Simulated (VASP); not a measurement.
# InSe (R3m) in VASP: single point with PBEsol

Aim: the single point of InSe with PBEsol.

All numbers are computed with VASP 6.6.1; they aren't measurements. Logs are shortened: lines on timing, memory, paths and dates and some standing lists are left out, and cuts for length are marked.

**Measured values to compare with.**

“The Interaction of Hydrogen with the van der Waals Crystal γ-InSe”, 2020, pmc:7321205 reports, for a bulk crystal of InSe at 300 K: band gap 1.25 eV.

How close the calculation comes is told below.

## (1) The cell of the first run

It takes space group R3m (No. 160, trigonal). The conventional cell has a = 4.009 Å, b = 4.009 Å, c = 25.289 Å, α = 90.00°, β = 90.00°, γ = 120.00°. In (site symmetry 3m) has 3 Se at 2.64 Å and 1 In at 2.78 Å within 3.5 Å. Within 3.5 Å of In (site symmetry 3m) lie 3 Se at 2.64 Å and 1 In at 2.78 Å. Se (site symmetry 3m) has 3 In at 2.64 Å within 3.5 Å. Se (site symmetry 3m) has 3 In at 2.64 Å within 3.5 Å.

## (2) Single point, PBEsol

INCAR reads:

```
SYSTEM = InSe
ALGO     = Normal         ! electronic algorithm
EDIFF    = 1E-6           ! SCF threshold, eV
ENCUT    = 520            ! plane-wave cutoff, eV
GGA      = PS             ! functional
ISIF     = 2              ! what is computed and relaxed
ISMEAR   = 0              ! smearing method
LASPH    = .TRUE.         ! aspherical terms in the spheres
LCHARG   = .TRUE.         ! write CHGCAR
LELF     = .TRUE.         ! ELF
LREAL    = .FALSE.        ! projectors in reciprocal space
LVHAR    = .TRUE.       
LWAVE    = .FALSE.        ! write WAVECAR
NBANDS   = 27             ! bands
NELM     = 60             ! most SCF steps
PREC     = Accurate       ! precision mode
SIGMA    = 0.02           ! smearing width, eV
```

KPOINTS reads:

```
k-points
0
G
  12 12 12
  0 0 0
```

POSCAR reads:

```
InSe
1.0
    2.0044545906      1.1572723974      8.4295987923
   -2.0044545906      1.1572723974      8.4295987923
    0.0000000000     -2.3145447949      8.4295987923
In Se
2 2
Direct
    0.0007716396      0.0007716396      0.0007716396
    0.1105681948      0.1105681948      0.1105681948
    0.6169296107      0.6169296107      0.6169296107
    0.8277305550      0.8277305550      0.8277305550
```

Potentials or basis: VASP PAW PBE potentials, release 64 (In_d, Se).

Launch:

```bash
> cat potpaw_PBE.64/In_d/POTCAR potpaw_PBE.64/Se/POTCAR > POTCAR
> mpirun -np 1 vasp_std > vasp.out
```

OUTCAR:

```text
SYSTEM = InSe
   EDIFF = 1E-6
   ENCUT = 520
   GGA = PS
   ISIF = 2
   ISMEAR = 0
   LASPH = .TRUE.
   LREAL = .FALSE.
   NELM = 60
   PREC = Accurate

 ion  position               nearest neighbor table
   1  0.001  0.001  0.001-   3 2.64   3 2.64   3 2.64   2 2.78
   2  0.111  0.111  0.111-   4 2.64   4 2.64   4 2.64   1 2.78
   3  0.617  0.617  0.617-   1 2.64   1 2.64   1 2.64
   4  0.828  0.828  0.828-   2 2.64   2 2.64   2 2.64

  LATTYP: Found a trigonal (rhomboedric) cell.
 ALAT       =     8.7415818595
 COS(alpha) =     0.8948419844

  Lattice vectors:

 A1 = (   2.0044545906,   1.1572723974,   8.4295987923)
 A2 = (  -2.0044545906,   1.1572723974,   8.4295987923)
 A3 = (   0.0000000000,  -2.3145447949,   8.4295987923)

Analysis of symmetry for initial positions (statically):
=====================================================================
 Subroutine PRICEL returns:
 Original cell was already a primitive cell.

 Routine SETGRP: Setting up the symmetry group for a
 trigonal (rhombohedral) supercell.

 Subroutine GETGRP returns: Found  6 space group operations
 (whereof  6 operations were pure point group operations)
 out of a pool of 12 trial point group operations.

The static configuration has the point symmetry C_3v.

Analysis of symmetry for dynamics (positions and initial velocities):
=====================================================================
 Subroutine PRICEL returns:
 Original cell was already a primitive cell.

 Routine SETGRP: Setting up the symmetry group for a
 trigonal (rhombohedral) supercell.

 Subroutine GETGRP returns: Found  6 space group operations
 (whereof  6 operations were pure point group operations)
 out of a pool of 12 trial point group operations.

The dynamic configuration has the point symmetry C_3v.

 Subroutine INISYM returns: Found  6 space group operations
 (whereof  6 operations are pure point group operations),
 and found     1 'primitive' translations

----------------------------------------------------------------------------------------

                                     Primitive cell

  volume of cell :     117.3248

  direct lattice vectors                    reciprocal lattice vectors
     2.004454591  1.157272397  8.429598792     0.249444414  0.144016799  0.039543203
    -2.004454591  1.157272397  8.429598792    -0.249444414  0.144016799  0.039543203
     0.000000000 -2.314544795  8.429598792     0.000000000 -0.288033599  0.039543203

  length of vectors
     8.741581860  8.741581860  8.741581860     0.290735307  0.290735307  0.290735307

  position of ions in fractional coordinates (direct lattice)
     0.000771640  0.000771640  0.000771640
     0.110568195  0.110568195  0.110568195
     0.616929611  0.616929611  0.616929611
     0.827730555  0.827730555  0.827730555

  ion indices of the primitive-cell ions
   primitive index   ion index
                 1           1
                 2           2
                 3           3
                 4           4

----------------------------------------------------------------------------------------

 KPOINTS: k-points

Automatic generation of k-mesh.
 Grid dimensions read from file:
 generate k-points for:   12   12   12

 Generating k-lattice:

  Cartesian coordinates                     Fractional coordinates (reciprocal lattice)
     0.020787034  0.012001400  0.003295267     0.083333333  0.000000000  0.000000000
    -0.020787034  0.012001400  0.003295267     0.000000000  0.083333333  0.000000000
     0.000000000 -0.024002800  0.003295267     0.000000000  0.000000000  0.083333333

  Length of vectors
     0.024227942  0.024227942  0.024227942

  Shift w.r.t. Gamma in fractional coordinates (k-lattice)
     0.000000000  0.000000000  0.000000000

 Subroutine IBZKPT returns following result:
 ===========================================

 Found    189 irreducible k-points:

 Following reciprocal coordinates:
            Coordinates               Weight
  0.000000  0.000000  0.000000      1.000000
  0.083333 -0.000000  0.000000      6.000000
  0.166667  0.000000  0.000000      6.000000
  0.250000  0.000000  0.000000      6.000000
  0.333333  0.000000  0.000000      6.000000
  0.416667  0.000000  0.000000      6.000000
[... 16 lines left out ...]
  0.500000  0.166667  0.000000     12.000000
 -0.416667  0.166667 -0.000000     12.000000
 [... further k-points ...]
   k-points           NKPTS =    189   k-points in BZ     NKDIM =    189   number of bands    NBANDS=     27
   number of dos      NEDOS =    301   number of ions     NIONS =      4
   total plane-waves  NPLWV = 343000
   dimension x,y,z NGX =    70 NGY =   70 NGZ =   70
   dimension x,y,z NGXF=   140 NGYF=  140 NGZF=  140
   ions per type =               2   2
   NGX,Y,Z   is equivalent  to a cutoff of  13.31, 13.31, 13.31 a.u.
   NGXF,Y,Z  is equivalent  to a cutoff of  26.62, 26.62, 26.62 a.u.
 SYSTEM =  InSe
   PREC   = accura    normal or accurate (medium, high low for compatibility)
   ISTART =      0    job   : 0-new  1-cont  2-samecut
   ICHARG =      2    charge: 1-file 2-atom 10-const
   ISPIN  =      1    spin polarized calculation?
   LNONCOLLINEAR =      F non collinear calculations
   LSORBIT =      F    spin-orbit coupling
   LASPH  =      T    aspherical Exc in radial PAW
   ENCUT  =  520.0 eV  38.22 Ry    6.18 a.u.  16.25 16.25 16.25*2*pi/ulx,y,z
   NELM   =     60;   NELMIN=  2; NELMDL= -5     # of ELM steps
   EDIFF  = 0.1E-05   stopping-criterion for ELM
   LREAL  =      F    real-space projection
   EDIFFG = 0.1E-04   stopping-criterion for IOM
   NSW    =      0    number of steps for IOM
   IBRION =     -1    ionic relax: 0-MD 1-quasi-New 2-CG
   NFREE  =      0    steps in history (QN), initial steepest desc. (CG)
   ISIF   =      2    stress and relaxation
   ISYM   =      2    0-nonsym 1-usesym 2-fastsym
   POTIM  = 0.5000    time-step for ionic-motion
   TEBEG  =    0.0;   TEEND  =   0.0 temperature during run
   PSTRESS=    0.0 pullay stress
   NELECT =      38.0000    total number of electrons
   NUPDOWN=      -1.0000    fix difference up-down
   EMIN   =  10.00;   EMAX   =-10.00  energy-range for DOS
   EFERMI =   0.00;   METHOD = LEGACY
   ISMEAR =     0;   SIGMA  =   0.02  broadening in eV -4-tet -1-fermi 0-gaus
   EFERMI_NEDOS =   21; number of points for ismear=-14 and -15
   IALGO  =     38    algorithm
   IMIX   =      4    mixing-type and parameters
     AMIX     =   0.40;   BMIX     =  1.00
     AMIX_MAG =   1.60;   BMIX_MAG =  1.00
  volume/ion in A,a.u.               =      29.33       197.94
  Fermi-wavevector in a.u.,A,eV,Ry     =   1.124275  2.124572 17.197698  1.263995
  Thomas-Fermi vector in A             =   2.260946
   LORBIT       =      0    0 simple, 1 ext, 2 COOP (PROOUT), +10 PAW based schemes
   GGA     = PS    functional components
   LHFCALC =     F    Hartree Fock is set to
   AEXX    =    0.0000 exact exchange contribution
   IVDW    =     0    specifies the selected vdW correction
   LEPSILON=     F    determine dielectric tensor
   LRPA    =     F    only Hartree local field effects (RPA)
 non-spin polarized calculation
 Gauss-broadening in eV      SIGMA  =   0.02
  energy-cutoff  :      520.00
  volume of cell :      117.32
 maximum number of plane-waves:      3188
 NGX is ok and might be reduce to    70
   NGX = 33   NGY = 33   NGZ = 33

 number of electron      38.0000003 magnetization

 Free energy of the ion-electron system (eV)
  ---------------------------------------------------
  ext. energy  EPLUGINS =         0.00000000
  ---------------------------------------------------
  free energy    TOTEN  =       -15.59886931 eV

  energy without entropy =      -15.59886931  energy(sigma->0) =      -15.59886931

 E-fermi :   4.0642     XC(G=0):  -9.0818

 val. band max:        3.9230129381   @ k =   0.5000   0.5000   0.5000
 cond. band min:       4.2805058856   @ k =   0.5000   0.5000   0.5000
 fundamental gap:      0.3574929475
 Fermi energy:         4.0641767921

 k-point     1 :       0.0000    0.0000    0.0000
  band No.  band energies     occupation
      1     -10.8180      2.00000
      2     -10.6193      2.00000
      3     -10.6193      2.00000
      4     -10.5302      2.00000
      5     -10.5302      2.00000
      6     -10.5207      2.00000
[... 19 lines left out ...]
     26       9.3832      0.00000
     27      11.2764      0.00000

 k-point     2 :       0.0833   -0.0000    0.0000
  band No.  band energies     occupation
      1     -10.8182      2.00000
      2     -10.6497      2.00000
      3     -10.6181      2.00000
      4     -10.5630      2.00000
      5     -10.5250      2.00000
      6     -10.5228      2.00000
[... 19 lines left out ...]
     26       9.5489      0.00000
     27      11.2737      0.00000

 k-point     3 :       0.1667    0.0000    0.0000
  band No.  band energies     occupation
      1     -10.8245      2.00000
      2     -10.7114      2.00000
      3     -10.6375      2.00000
      4     -10.6160      2.00000
      5     -10.5284      2.00000
      6     -10.5109      2.00000
[... 19 lines left out ...]
     26       9.9452      0.00000
     27      10.6262      0.00000

 k-point     4 :       0.2500    0.0000    0.0000
  band No.  band energies     occupation
      1     -10.8567      2.00000
      2     -10.7501      2.00000
      3     -10.7179      2.00000
      4     -10.6150      2.00000
      5     -10.5359      2.00000
      6     -10.4918      2.00000
[... 19 lines left out ...]
     26      10.3005      0.00000
     27      10.5906      0.00000
[... 516 lines left out ...]
      4     -10.6247      2.00000
      5     -10.5353      2.00000
      6     -10.4753      2.00000
[... 19 lines left out ...]
     26      10.5724      0.00000
     27      10.8872      0.00000

 k-point    23 :       0.5000    0.1667    0.0000
  band No.  band energies     occupation
      1     -10.9426      2.00000
      2     -10.8362      2.00000
      3     -10.7541      2.00000
      4     -10.6287      2.00000
      5     -10.5367      2.00000
      6     -10.4666      2.00000
[... 19 lines left out ...]
     26      10.7543      0.00000
     27      11.4217      0.00000

 k-point    24 :      -0.4167    0.1667   -0.0000
  band No.  band energies     occupation
      1     -10.9534      2.00000
      2     -10.8470      2.00000
      3     -10.7531      2.00000
      4     -10.6302      2.00000
      5     -10.5372      2.00000
      6     -10.4634      2.00000
[... 19 lines left out ...]
     26      10.8511      0.00000
     27      11.6531      0.00000

 [... further k-points ...]

------------------------ aborting loop because EDIFF is reached ----------------------------------------

  FORCE on cell =-STRESS in cart. coord.  units (eV):
  Direction    XX          YY          ZZ          XY          YZ          ZX
  --------------------------------------------------------------------------------------
  -------------------------------------------------------------------------------------
  Total        0.0412973      0.0412973      0.0296157      0.0000000     -0.0000000     -0.0000000
  in kB        0.5639522      0.5639522      0.4044289      0.0000000     -0.0000000     -0.0000000
  external PRESSURE =       0.5107777 kB  Pullay stress =       0.0000000 kB

 VOLUME and BASIS-vectors are now :
 -----------------------------------------------------------------------------
  energy-cutoff  :      520.00
  volume of cell :      117.32
      direct lattice vectors                 reciprocal lattice vectors
     2.004454591  1.157272397  8.429598792     0.249444414  0.144016799  0.039543203
    -2.004454591  1.157272397  8.429598792    -0.249444414  0.144016799  0.039543203
     0.000000000 -2.314544795  8.429598792     0.000000000 -0.288033599  0.039543203

 POSITION                                       TOTAL-FORCE (eV/Angst)
 -----------------------------------------------------------------------------------
      0.00000     -0.00000      0.01951         0.000000     -0.000000      0.018791
      0.00000     -0.00000      2.79614         0.000000      0.000000     -0.018236
      0.00000     -0.00000     15.60141         0.000000      0.000000     -0.019170
      0.00000     -0.00000     20.93231         0.000000     -0.000000      0.018615
 -----------------------------------------------------------------------------------
    total drift:                                0.000000      0.000000      0.000547

  FREE ENERGIE OF THE ION-ELECTRON SYSTEM (eV)
  ---------------------------------------------------
  free  energy   TOTEN  =       -15.5988693114 eV

  energy  without entropy=      -15.5988693114  energy(sigma->0) =      -15.59886931
```

Wall time 80 min (1 thread of Intel Xeon 8259CL, shared host); peak memory 1 GiB.

Results:

```
Free energy            : -15.5989 eV
Pressure               : 0.1 GPa
Largest force          : 0.019 eV/Å
Band gap on the k mesh : 0.36 eV
```

Forces in eV/Å, atoms in the order of the input:
```
In   0.000  0.000  0.019
In   0.000  0.000 -0.018
Se   0.000  0.000 -0.019
Se   0.000  0.000  0.019
```

Caveat: the PAW data sets were made with another functional, which shifts forces and pressure a little; spin-orbit coupling is left out, which moves the levels of the heavy elements.

## (3) How close it comes

Step 2. Against the measured gap of InSe, 1.25 eV (300 K; “The Interaction of Hydrogen with the van der Waals Crystal γ-InSe”, 2020, pmc:7321205), the calculated 0.36 eV is off by -0.89 eV. Spin-orbit coupling on In, Se is left out. The value is that of PBEsol on a finite k mesh, which can miss the band edges, without temperature or zero-point motion. Semilocal functionals fall short of measured gaps as a rule.
